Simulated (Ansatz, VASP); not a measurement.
**Two plane-wave programs on Au3C**

```
CELL_PARAMETERS angstrom
2.94020 0.00000 0.00000
-1.47010 2.54629 0.00000
0.00000 0.00000 21.89749
ATOMIC_POSITIONS crystal
Au 0.66667 0.33333 0.18267
Au 0.33333 0.66667 0.29452
Au 0.00000 0.00000 0.40632
C 0.33333 0.66667 0.46067
```

Alike in both runs: task single point; functional PBE; k mesh 9 × 9 × 1; occupations gaussian, width 0.1 eV; no spin polarisation.

```csv
,VASP,Ansatz
version,VASP 6.6.1,Ansatz 0.2.0
potentials or method,"VASP PAW PBE potentials, release 64 (Au, C), cutoff 520 eV","scalar-relativistic, plane waves, PAW"
valence electrons in the cell,37,61
```

VASP gave:

```
gap on the k mesh at the Fermi level (eV) : none
rms of the force components (eV/Å)        : 0.227
```

Problem. Estimate Ansatz's values.

Solution. gap on the k mesh at the Fermi level (eV): none; rms of the force components (eV/Å): 0.215.

Atom by atom the forces differ by 0.014 eV/Å (rms over components). A gap of «none» marks a metal or a gap that the smearing closes. VASP's potentials hold 37 valence electrons a cell and Ansatz's 61, so a difference there can come from the potentials and not from the codes.

Neither program's run includes spin-orbit coupling.
